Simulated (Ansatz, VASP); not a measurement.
Y in VASP and in Ansatz

The input INCAR:

```
SYSTEM = Y
ALGO = Normal
EDIFF = 1E-8
ENCUT = 400
GGA = PE
GGA_COMPAT = .False.
ISIF = 2
ISMEAR = 0
LASPH = .True.
LCHARG = .False.
LEFG = .True.
LREAL = .False.
LWAVE = .False.
NBANDS = 18
NELM = 120
PREC = Accurate
SIGMA = 0.1
```

The input KPOINTS:

```
k-points
0
Gamma
  3 3 2
  0 0 0
```

The input POSCAR:

```
Y
1.0
    3.6514992371      0.0000000000      0.0000000000
   -1.8257496185      3.1622911012      0.0000000000
    0.0000000000      0.0000000000      5.7474000000
Y
2
Direct
    0.3333333333      0.6666666667      0.2500000000
    0.6666666667      0.3333333333      0.7500000000
```

Input for Ansatz:

```yaml
crystal:
  lattice:
    - [3.6514992371, 0.0, 0.0]
    - [-1.8257496185, 3.1622911012, 0.0]
    - [0.0, 0.0, 5.7474]
  atoms:
    - { symbol: "Y", position: [0.3333333333, 0.6666666667, 0.25] }
    - { symbol: "Y", position: [0.6666666667, 0.3333333333, 0.75] }
basis:
  ecutwfc: 640
kpoints:
  mp_grid: { grid: [3, 3, 2] }
hamiltonian:
  xc: pbe
scf:
  occupations: { method: gaussian, width: 0.1 }
  n_extra_bands: 30
output:
  forces: true
  stress: true
  eigenvalues: true
  efg: {}
```

Alike in both runs: task electric field gradients; functional PBE; k mesh 3 × 3 × 2; occupations gaussian, width 0.1 eV; no spin polarisation.

|  | VASP | Ansatz |
| --- | --- | --- |
| version | VASP 6.6.1 | Ansatz 0.2.0 |
| potentials or method | VASP PAW PBE potentials, release 64 (Y_sv), cutoff 400 eV | scalar-relativistic, plane waves, PAW |
| valence electrons in the cell | 22 | 22 |

VASP gave:

```
gap on the k mesh at the Fermi level (eV)                     : none
pressure (GPa)                                                : -1.1
traceless stress, the component that is largest in VASP (GPa) : -0.47
```

Q: Estimate Ansatz's values.

A: gap on the k mesh at the Fermi level (eV): none; pressure (GPa): -1.0; traceless stress, the component that is largest in VASP (GPa): -0.47.

A gap of «none» marks a metal or a gap that the smearing closes. The functional is the same, so the differences come from potentials, cutoffs and numerics.

The k mesh is coarse, so the values compare programs but aren't converged.
